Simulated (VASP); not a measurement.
Set up this calculation in VASP 6.6.1, as the native input.

```
Task                   : single point
Functional             : PBEsol
Potentials or basis    : VASP PAW PBE potentials, release 64 (Li_sv, H)
Cutoff                 : 520 eV
k mesh                 : 14 × 14 × 14
Occupations            : gaussian, width 0.05 eV
Spin                   : no spin polarisation
Dipole correction      : no
Further INCAR settings : ALGO = Normal; EDIFF = 1e-06; NBANDS = 9
```

The structure of LiH lies in POSCAR:

```
LiH
1.0
    0.0000000000      1.9630691732      1.9630691732
    1.9630691732      0.0000000000      1.9630691732
    1.9630691732      1.9630691732      0.0000000000
Li H
1 1
Direct
    0.0000000000      0.0000000000      0.0000000000
    0.5000000000      0.5000000000      0.5000000000
```

This cell differs from its parent crystal: volume scaled by 0.960.

These files were run (other wordings do the same):

INCAR

```
PREC     = Accurate       # precision mode
ENCUT    = 520            # plane-wave cutoff, eV
EDIFF    = 1E-6           # SCF threshold, eV
ISMEAR   = 0              # smearing method
SIGMA    = 0.05           # smearing width, eV
LREAL    = F              # projectors in reciprocal space
LASPH    = T              # aspherical terms in the spheres
NELM     = 60             # most SCF steps
ALGO     = Normal         # electronic algorithm
ISIF     = 2              # what is computed and relaxed
LWAVE    = F              # write WAVECAR
LCHARG   = F              # write CHGCAR
GGA      = PS             # functional
NBANDS   = 9              # bands
```

KPOINTS

```
regular mesh
0
Gamma
  14 14 14
```

Potentials or basis: VASP PAW PBE potentials, release 64 (Li_sv, H).

Launch:

```console
$ cat potpaw_PBE.64/Li_sv/POTCAR potpaw_PBE.64/H/POTCAR > POTCAR
$ mpirun -np 1 vasp_std > vasp.out
```

It gave:

```yaml
Band_gap_on_the_k_mesh: 2.69 eV, direct
```

It took 5 s on 1 thread of Intel(R) Xeon(R) 6975P-C (Granite Rapids), with other jobs on the host, peak memory 0.14 GiB.
